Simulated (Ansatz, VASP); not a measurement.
## One calculation of Sr2TeO, two programs

Contents of INCAR:

```
SYSTEM = Sr2TeO
  ALGO = Normal
  EDIFF = 1E-7
  EDIFFG = -0.04
  ENCUT = 600
  GGA = PE
  IBRION = 2
  ISIF = 3
  ISMEAR = 0
  LASPH = .True.
  LCHARG = .False.
  LREAL = .False.
  LWAVE = .False.
  NELM = 60
  NSW = 90
  PREC = Accurate
  SIGMA = 0.1
```

KPOINTS

```
k-points
0
Gamma
  6 6 4
  0 0 0
```

The input POSCAR:

```
Sr2TeO
1.0
    3.8496809900      0.0000000000      0.0000000000
   -1.9248404900      3.3339215300      0.0000000000
    0.0000000000      0.0000000000      5.9670055300
Sr Te O
2 1 1
Direct
    0.0000000000      0.0000000000      0.7500000000
    0.0000000000      0.0000000000      0.2500000000
    0.3333333300      0.6666666700      0.0000000000
    0.6666666700      0.3333333300      0.5000000000
```

Input for Ansatz:

```yaml
crystal:
  lattice:
    - [3.84968099, 0.0, 0.0]
    - [-1.92484049, 3.33392153, 0.0]
    - [0.0, 0.0, 5.96700553]
  atoms:
    - { symbol: Sr, position: [0.0, 0.0, 0.75] }
    - { symbol: Sr, position: [0.0, 0.0, 0.25] }
    - { symbol: Te, position: [0.33333333, 0.66666667, 0.0] }
    - { symbol: O, position: [0.66666667, 0.33333333, 0.5] }
basis:
  ecutwfc: 420
kpoints:
  mp_grid: { grid: [6, 6, 4] }
hamiltonian:
  xc: pbe
scf:
  occupations: { method: gaussian, width: 0.1 }
  lower_state_search: "off"
output:
  forces: true
  stress: true
  eigenvalues: true
relax:
  adjacent_minimum: "off"
  f_tol: 0.04
  max_steps: 70
  cell: { stress_tol: 0.4 }
```

Alike in both runs: task relaxation of cell and atoms; functional PBE; k mesh 6 × 6 × 4; occupations gaussian, width 0.1 eV; no spin polarisation.

|  | VASP | Ansatz |
| --- | --- | --- |
| version | VASP 6.6.1 | Ansatz 0.2.0 |
| potentials or method | VASP PAW PBE potentials, release 64 (Sr_sv, Te, O), cutoff 600 eV | scalar-relativistic, plane waves, PAW |
| valence electrons in the cell | 32 | 42 |

VASP gave:

- gap on the k mesh at the Fermi level, each at its own relaxed structure (eV): 0.66
- relaxed volume (Å³/atom): 26.85
- relaxed cell length with the largest relative difference (Å): 7.486

Question: Estimate Ansatz's values.

Answer: gap on the k mesh at the Fermi level, each at its own relaxed structure (eV): 0.61; relaxed volume (Å³/atom): 26.95; relaxed cell length with the largest relative difference (Å): 7.525.

VASP's potentials hold 32 valence electrons a cell and Ansatz's 42, so a difference there can come from the potentials and not from the codes.

Spin-orbit coupling is off throughout. Noted on VASP's run: the volume moved by over 15 % at a fixed basis, so the end points are rough.
